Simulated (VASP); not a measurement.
# SiB6 (F-43m) in VASP: single point with PBE

Aim: the single point of SiB6 with PBE.

All numbers are computed with VASP 6.6.1; they aren't measurements. Logs are shortened: lines on timing, memory, paths and dates and some standing lists are left out, and cuts for length are marked.

### 1 The cell of the first run

It takes space group F-43m (No. 216, cubic). The conventional cell has a = 6.017 Å, b = 6.017 Å, c = 6.017 Å, α = 90.00°, β = 90.00°, γ = 90.00°. Within 2.5 Å of Si (site symmetry -43m) lie 4 B at 1.86 Å. Within 3.5 Å of B (site symmetry -43m) lie 4 Si at 2.61 Å and 28 B at 2.61 to 3.49 Å. B (site symmetry 3m) has 3 B at 1.22 Å within 1.6 Å. Within 3.2 Å of B (site symmetry -43m) lie 16 B at 2.46 to 2.61 Å and 6 Si at 3.01 Å.

The cell was built from a structure type or drawn by symmetry, and may not be a known phase.

### 2 Single point, PBE

INCAR reads:

```
PREC     = Accurate       # precision mode
ENCUT    = 520            # plane-wave cutoff, eV
EDIFF    = 1E-6           # SCF threshold, eV
ISMEAR   = 0              # smearing method
SIGMA    = 0.1            # smearing width, eV
LREAL    = F              # projectors in reciprocal space
LASPH    = T              # aspherical terms in the spheres
NELM     = 60             # most SCF steps
ALGO     = Normal         # electronic algorithm
ISIF     = 2              # what is computed and relaxed
LWAVE    = F              # write WAVECAR
LCHARG   = T              # write CHGCAR
GGA      = PE             # functional
LELF     = T              # ELF
LVHAR    = T            
NBANDS   = 20             # bands
```

KPOINTS reads:

```
regular mesh
0
Gamma
  6 6 6
```

POSCAR reads:

```
SiB6
1.0
    0.0000000000      3.0086861000      3.0086861000
    3.0086861000      0.0000000000      3.0086861000
    3.0086861000      3.0086861000      0.0000000000
Si B
1 6
Direct
    0.5000000000      0.5000000000      0.5000000000
    0.7500000000      0.7500000000      0.7500000000
    0.3216172800      0.3216172800      0.3216172800
    0.3216172800      0.3216172800      0.0351481600
    0.3216172800      0.0351481600      0.3216172800
    0.0351481600      0.3216172800      0.3216172800
    0.0000000000      0.0000000000      0.0000000000
```

Potentials or basis: VASP PAW PBE potentials, release 64 (Si, B).

On the command line:

```bash
$ cat potpaw_PBE.64/Si/POTCAR potpaw_PBE.64/B/POTCAR > POTCAR
$ mpirun -np 1 vasp_std > vasp.out
```

OUTCAR:

```text
PREC = Accurate
   ENCUT = 520
   EDIFF = 1E-6
   ISMEAR = 0
   LREAL = F
   LASPH = T
   NELM = 60
   ISIF = 2
   GGA = PE

 ion  position               nearest neighbor table
   1  0.500  0.500  0.500-   6 1.86   5 1.86   4 1.86   3 1.86   2 2.61   2 2.61   2 2.61   2 2.61

   2  0.750  0.750  0.750-   1 2.61   1 2.61   1 2.61   1 2.61
   3  0.322  0.322  0.322-   4 1.22   5 1.22   6 1.22   1 1.86
   4  0.322  0.322  0.035-   3 1.22   5 1.22   6 1.22   1 1.86
   5  0.322  0.035  0.322-   3 1.22   4 1.22   6 1.22   1 1.86
   6  0.035  0.322  0.322-   3 1.22   4 1.22   5 1.22   1 1.86
   7  0.000  0.000  0.000-

  LATTYP: Found a face centered cubic cell.
 ALAT       =     6.0173722000

  Lattice vectors:

 A1 = (   0.0000000000,   3.0086861000,   3.0086861000)
 A2 = (   3.0086861000,   0.0000000000,   3.0086861000)
 A3 = (   3.0086861000,   3.0086861000,   0.0000000000)

Analysis of symmetry for initial positions (statically):
=====================================================================
 Subroutine PRICEL returns:
 Original cell was already a primitive cell.

 Routine SETGRP: Setting up the symmetry group for a
 face centered cubic supercell.

 Subroutine GETGRP returns: Found 24 space group operations
 (whereof 24 operations were pure point group operations)
 out of a pool of 48 trial point group operations.

The static configuration has the point symmetry T_d .

Analysis of symmetry for dynamics (positions and initial velocities):
=====================================================================
 Subroutine PRICEL returns:
 Original cell was already a primitive cell.

 Routine SETGRP: Setting up the symmetry group for a
 face centered cubic supercell.

 Subroutine GETGRP returns: Found 24 space group operations
 (whereof 24 operations were pure point group operations)
 out of a pool of 48 trial point group operations.

The dynamic configuration has the point symmetry T_d .

 Subroutine INISYM returns: Found 24 space group operations
 (whereof 24 operations are pure point group operations),
 and found     1 'primitive' translations

----------------------------------------------------------------------------------------

                                     Primitive cell

  volume of cell :      54.4704

  direct lattice vectors                    reciprocal lattice vectors
     0.000000000  3.008686100  3.008686100    -0.166185499  0.166185499  0.166185499
     3.008686100  0.000000000  3.008686100     0.166185499 -0.166185499  0.166185499
     3.008686100  3.008686100  0.000000000     0.166185499  0.166185499 -0.166185499

  length of vectors
     4.254924688  4.254924688  4.254924688     0.287841727  0.287841727  0.287841727

  position of ions in fractional coordinates (direct lattice)
     0.500000000  0.500000000  0.500000000
     0.750000000  0.750000000  0.750000000
     0.321617280  0.321617280  0.321617280
     0.321617280  0.321617280  0.035148160
     0.321617280  0.035148160  0.321617280
     0.035148160  0.321617280  0.321617280
     0.000000000  0.000000000  0.000000000

  ion indices of the primitive-cell ions
   primitive index   ion index
                 1           1
                 2           2
                 3           3
                 4           4
                 5           5
                 6           6
                 7           7

----------------------------------------------------------------------------------------

 KPOINTS: regular mesh

Automatic generation of k-mesh.
 Grid dimensions read from file:
 generate k-points for:    6    6    6

 Generating k-lattice:

  Cartesian coordinates                     Fractional coordinates (reciprocal lattice)
    -0.027697583  0.027697583  0.027697583     0.166666667  0.000000000  0.000000000
     0.027697583 -0.027697583  0.027697583     0.000000000  0.166666667  0.000000000
     0.027697583  0.027697583 -0.027697583     0.000000000  0.000000000  0.166666667

  Length of vectors
     0.047973621  0.047973621  0.047973621

  Shift w.r.t. Gamma in fractional coordinates (k-lattice)
     0.000000000  0.000000000  0.000000000

 Subroutine IBZKPT returns following result:
 ===========================================

 Found     16 irreducible k-points:

 Following reciprocal coordinates:
            Coordinates               Weight
  0.000000  0.000000  0.000000      1.000000
  0.166667  0.000000  0.000000      8.000000
  0.333333  0.000000  0.000000      8.000000
  0.500000  0.000000  0.000000      4.000000
  0.166667  0.166667  0.000000      6.000000
  0.333333  0.166667  0.000000     24.000000
[... 8 lines left out ...]
 -0.333333  0.333333  0.166667     24.000000
 -0.333333  0.500000  0.166667     12.000000
   k-points           NKPTS =     16   k-points in BZ     NKDIM =     16   number of bands    NBANDS=     20
   number of dos      NEDOS =    301   number of ions     NIONS =      7
   total plane-waves  NPLWV =  32768
   dimension x,y,z NGX =    32 NGY =   32 NGZ =   32
   dimension x,y,z NGXF=    64 NGYF=   64 NGZF=   64
   ions per type =               1   6
   NGX,Y,Z   is equivalent  to a cutoff of  12.50, 12.50, 12.50 a.u.
   NGXF,Y,Z  is equivalent  to a cutoff of  25.01, 25.01, 25.01 a.u.
 SYSTEM =  unknown system
   PREC   = accura    normal or accurate (medium, high low for compatibility)
   ISTART =      0    job   : 0-new  1-cont  2-samecut
   ICHARG =      2    charge: 1-file 2-atom 10-const
   ISPIN  =      1    spin polarized calculation?
   LNONCOLLINEAR =      F non collinear calculations
   LSORBIT =      F    spin-orbit coupling
   LASPH  =      T    aspherical Exc in radial PAW
   ENCUT  =  520.0 eV  38.22 Ry    6.18 a.u.   7.91  7.91  7.91*2*pi/ulx,y,z
   NELM   =     60;   NELMIN=  2; NELMDL= -5     # of ELM steps
   EDIFF  = 0.1E-05   stopping-criterion for ELM
   LREAL  =      F    real-space projection
   EDIFFG = 0.1E-04   stopping-criterion for IOM
   NSW    =      0    number of steps for IOM
   IBRION =     -1    ionic relax: 0-MD 1-quasi-New 2-CG
   NFREE  =      0    steps in history (QN), initial steepest desc. (CG)
   ISIF   =      2    stress and relaxation
   ISYM   =      2    0-nonsym 1-usesym 2-fastsym
   POTIM  = 0.5000    time-step for ionic-motion
   TEBEG  =    0.0;   TEEND  =   0.0 temperature during run
   PSTRESS=    0.0 pullay stress
   NELECT =      22.0000    total number of electrons
   NUPDOWN=      -1.0000    fix difference up-down
   EMIN   =  10.00;   EMAX   =-10.00  energy-range for DOS
   EFERMI =   0.00;   METHOD = LEGACY
   ISMEAR =     0;   SIGMA  =   0.10  broadening in eV -4-tet -1-fermi 0-gaus
   EFERMI_NEDOS =   21; number of points for ismear=-14 and -15
   IALGO  =     38    algorithm
   IMIX   =      4    mixing-type and parameters
     AMIX     =   0.40;   BMIX     =  1.00
     AMIX_MAG =   1.60;   BMIX_MAG =  1.00
  volume/ion in A,a.u.               =       7.78        52.51
  Fermi-wavevector in a.u.,A,eV,Ry     =   1.210121  2.286797 19.924279  1.464393
  Thomas-Fermi vector in A             =   2.345678
   LORBIT       =      0    0 simple, 1 ext, 2 COOP (PROOUT), +10 PAW based schemes
   GGA     = PE    functional components
   LHFCALC =     F    Hartree Fock is set to
   AEXX    =    0.0000 exact exchange contribution
   IVDW    =     0    specifies the selected vdW correction
   LEPSILON=     F    determine dielectric tensor
   LRPA    =     F    only Hartree local field effects (RPA)
 non-spin polarized calculation
 Gauss-broadening in eV      SIGMA  =   0.10
  energy-cutoff  :      520.00
  volume of cell :       54.47
 maximum number of plane-waves:      1484
   NGX = 15   NGY = 15   NGZ = 15

 number of electron      21.9999998 magnetization

 Free energy of the ion-electron system (eV)
  ---------------------------------------------------
  ext. energy  EPLUGINS =         0.00000000
  ---------------------------------------------------
  free energy    TOTEN  =       -15.06007355 eV

  energy without entropy =      -15.04361874  energy(sigma->0) =      -15.05184615

 E-fermi :   6.9222     XC(G=0): -11.7017

 val. band max:        6.9060418806   @ k =   0.5000   0.3333   0.1667
 cond. band min:       6.9919021638   @ k =  -0.3333   0.3333   0.0000
 fundamental gap:      0.0858602832
 Fermi energy:         6.9221751767

 k-point     1 :       0.0000    0.0000    0.0000
  band No.  band energies     occupation
      1     -10.5073      2.00000
      2      -5.2490      2.00000
      3      -0.1395      2.00000
      4      -0.1395      2.00000
      5      -0.1395      2.00000
      6       3.4289      2.00000
[... 12 lines left out ...]
     19      15.7678      0.00000
     20      19.4307      0.00000

 k-point     2 :       0.1667    0.0000    0.0000
  band No.  band energies     occupation
      1     -10.4350      2.00000
      2      -5.1752      2.00000
      3      -0.7914      2.00000
      4      -0.2382      2.00000
      5      -0.2382      2.00000
      6       2.7882      2.00000
[... 12 lines left out ...]
     19      16.3638      0.00000
     20      18.2514      0.00000

 k-point     3 :       0.3333    0.0000    0.0000
  band No.  band energies     occupation
      1     -10.2839      2.00000
      2      -4.9354      2.00000
      3      -2.1027      2.00000
      4      -0.3792      2.00000
      5      -0.3792      2.00000
      6       3.0859      2.00000
[... 12 lines left out ...]
     19      16.3527      0.00000
     20      16.7950      0.00000

 k-point     4 :       0.5000    0.0000    0.0000
  band No.  band energies     occupation
      1     -10.2046      2.00000
      2      -4.7088      2.00000
      3      -2.8017      2.00000
      4      -0.4275      2.00000
      5      -0.4275      2.00000
      6       2.7432      2.00000
[... 12 lines left out ...]
     19      16.3939      0.00000
     20      16.3994      0.00000

 k-point     5 :       0.1667    0.1667    0.0000
  band No.  band energies     occupation
      1     -10.4123      2.00000
      2      -5.1415      2.00000
      3      -0.6445      2.00000
      4      -0.6445      2.00000
      5      -0.1114      2.00000
      6       1.9999      2.00000
[... 12 lines left out ...]
     19      16.6223      0.00000
     20      18.1433      0.00000
[... 169 lines left out ...]
      6      -0.2681      2.00000
[... 12 lines left out ...]
     19      13.8119      0.00000
     20      15.8088      0.00000

 k-point    14 :       0.5000    0.3333    0.1667
  band No.  band energies     occupation
      1     -10.1927      2.00000
      2      -4.5369      2.00000
      3      -2.4522      2.00000
      4      -1.4789      2.00000
      5      -0.2048      2.00000
      6       1.3256      2.00000
[... 12 lines left out ...]
     19      14.8996      0.00000
     20      16.4212      0.00000

 k-point    15 :      -0.3333    0.3333    0.1667
  band No.  band energies     occupation
      1     -10.1436      2.00000
      2      -4.0392      2.00000
      3      -3.2131      2.00000
      4      -1.7821      2.00000
      5      -0.2221      2.00000
      6       1.5521      2.00000
[... 12 lines left out ...]
     19      14.6803      0.00000
     20      15.7427      0.00000

 k-point    16 :      -0.3333    0.5000    0.1667
  band No.  band energies     occupation
      1     -10.1237      2.00000
      2      -3.9064      2.00000
      3      -2.7629      2.00000
      4      -2.4823      2.00000
      5      -0.3727      2.00000
      6       1.1199      2.00000
[... 12 lines left out ...]
     19      14.7756      0.00000
     20      15.4012      0.00000

------------------------ aborting loop because EDIFF is reached ----------------------------------------

  FORCE on cell =-STRESS in cart. coord.  units (eV):
  Direction    XX          YY          ZZ          XY          YZ          ZX
  --------------------------------------------------------------------------------------
  -------------------------------------------------------------------------------------
  Total       51.9364512     51.9364512     51.9364512      0.0000000     -0.0000000      0.0000000
  in kB     1527.6442131   1527.6442131   1527.6442131      0.0000000     -0.0000000      0.0000000
  external PRESSURE =    1527.6442131 kB  Pullay stress =       0.0000000 kB

 VOLUME and BASIS-vectors are now :
 -----------------------------------------------------------------------------
  energy-cutoff  :      520.00
  volume of cell :       54.47
      direct lattice vectors                 reciprocal lattice vectors
     0.000000000  3.008686100  3.008686100    -0.166185499  0.166185499  0.166185499
     3.008686100  0.000000000  3.008686100     0.166185499 -0.166185499  0.166185499
     3.008686100  3.008686100  0.000000000     0.166185499  0.166185499 -0.166185499

 POSITION                                       TOTAL-FORCE (eV/Angst)
 -----------------------------------------------------------------------------------
      3.00869      3.00869      3.00869         0.000000      0.000000      0.000000
      4.51303      4.51303      4.51303         0.000000      0.000000      0.000000
      1.93529      1.93529      1.93529        23.351849     23.351849     23.351849
      1.07340      1.07340      1.93529       -23.351849    -23.351849     23.351849
      1.07340      1.93529      1.07340       -23.351849     23.351849    -23.351849
      1.93529      1.07340      1.07340        23.351849    -23.351849    -23.351849
      0.00000      0.00000      0.00000         0.000000      0.000000      0.000000
 -----------------------------------------------------------------------------------
    total drift:                               -0.000000     -0.000000     -0.000000

  FREE ENERGIE OF THE ION-ELECTRON SYSTEM (eV)
  ---------------------------------------------------
  free  energy   TOTEN  =       -15.0600735487 eV

  energy  without entropy=      -15.0436187444  energy(sigma->0) =      -15.05184615
```

Wall time 16 s (1 thread of Intel Xeon Platinum 8488C (Sapphire Rapids), shared host); peak memory 0.16 GiB.

Results:

- Free energy: -15.0601 eV
- Pressure: 152.8 GPa
- Largest force: 40.447 eV/Å
- Band gap on the k mesh: zero (bands 11 and 12 overlap by 2.79 eV)

Forces in eV/Å, atoms in the order of the input:
```
Si    0.000   0.000   0.000
B     0.000   0.000   0.000
B    23.352  23.352  23.352
B   -23.352 -23.352  23.352
B   -23.352  23.352 -23.352
B    23.352 -23.352 -23.352
B     0.000   0.000   0.000
```

Levels at points of the mesh, in eV from the Fermi level:
```
           k point  band 7  band 8  band 9  band 10  band 11  band 12  band 13  band 14  band 15  band 16
(0.00, 0.00, 0.00)   -3.49   -3.49   -3.06    -0.95    -0.40    -0.40    -0.40    -0.21    -0.21     4.98
(0.50, 0.00, 0.00)   -4.18   -3.50   -3.01    -1.11    -0.28    -0.28     2.71     2.71     3.53     4.72
(0.50, 0.50, 0.00)   -4.04   -1.36   -1.36    -1.11     1.53     1.87     1.87     3.09     4.02     4.36
```

Caveat: the cell stands under pressure; forces of over 1 eV/Å act on the atoms, so gaps and moduli don't describe the material at rest.
